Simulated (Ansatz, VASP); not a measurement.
## One calculation of HfHF3, two programs

File INCAR:

```
PREC     = Accurate       # precision mode
ENCUT    = 600            # plane-wave cutoff, eV
EDIFF    = 1E-6           # SCF threshold, eV
ISMEAR   = 0              # smearing method
SIGMA    = 0.1            # smearing width, eV
LREAL    = False          # projectors in reciprocal space
LASPH    = True           # aspherical terms in the spheres
NELM     = 100            # most SCF steps
ALGO     = Normal         # electronic algorithm
ISIF     = 3              # what is computed and relaxed
LWAVE    = False          # write WAVECAR
LCHARG   = False          # write CHGCAR
GGA      = PE             # functional
IBRION   = 2              # ionic algorithm
NSW      = 100            # ionic steps
EDIFFG   = -0.01          # ionic threshold
```

KPOINTS

```
regular mesh
0
Gamma
  10 10 10
```

Contents of POSCAR:

```
HfHF3
1.0
    3.5902897364      0.0000000000      0.0000000000
    0.0000000000      3.5902897364      0.0000000000
    0.0000000000      0.0000000000      3.5902897364
Hf H F
1 1 3
Direct
    0.5000000000      0.5000000000      0.5000000000
    0.0000000000      0.0000000000      0.0000000000
    0.5000000000      0.0000000000      0.0000000000
    0.0000000000      0.5000000000      0.0000000000
    0.0000000000      0.0000000000      0.5000000000
```

Input for Ansatz:

```yaml
crystal:
  lattice:
    - [3.5902897364, 0.0, 0.0]
    - [0.0, 3.5902897364, 0.0]
    - [0.0, 0.0, 3.5902897364]
  atoms:
    - { symbol: Hf, position: [0.5, 0.5, 0.5] }
    - { symbol: H, position: [0.0, 0.0, 0.0] }
    - { symbol: F, position: [0.5, 0.0, 0.0] }
    - { symbol: F, position: [0.0, 0.5, 0.0] }
    - { symbol: F, position: [0.0, 0.0, 0.5] }
basis:
  ecutwfc: 420
kpoints:
  mp_grid: { grid: [10, 10, 10] }
hamiltonian:
  xc: pbe
scf:
  occupations: { method: gaussian, width: 0.1 }
output:
  forces: true
  stress: true
  eigenvalues: true
  write_density: true
  write_potential: true
  elf: true
  volumetric_format: npy
relax:
  adjacent_minimum: "off"
  f_tol: 0.01
  max_steps: 80
  cell: { stress_tol: 0.05 }
```

Change from the starting cell: species swapped into the Mn3SnH type (Pm-3m, No. 221).

Alike in both runs: task relaxation of cell and atoms; functional PBE; k mesh 10 × 10 × 10; occupations gaussian, width 0.1 eV; no spin polarisation.

|  | VASP | Ansatz |
| --- | --- | --- |
| version | VASP 6.6.1 | Ansatz 0.2.0 |
| potentials or method | VASP PAW PBE potentials, release 64 (Hf_pv, H, F), cutoff 600 eV | scalar-relativistic, plane waves, PAW |
| valence electrons in the cell | 32 | 48 |

VASP gave:

- gap on the k mesh at the Fermi level, each at its own relaxed structure (eV): none
- relaxed volume (Å³/atom): 9.10
- relaxed cell length with the largest relative difference (Å): 3.571

Task: Which values does Ansatz return?

Result: gap on the k mesh at the Fermi level, each at its own relaxed structure (eV): none; relaxed volume (Å³/atom): 9.24; relaxed cell length with the largest relative difference (Å): 3.589.

A gap of «none» marks a metal or a gap that the smearing closes. VASP's potentials hold 32 valence electrons a cell and Ansatz's 48, so a difference there can come from the potentials and not from the codes.

Spin-orbit coupling is off throughout.
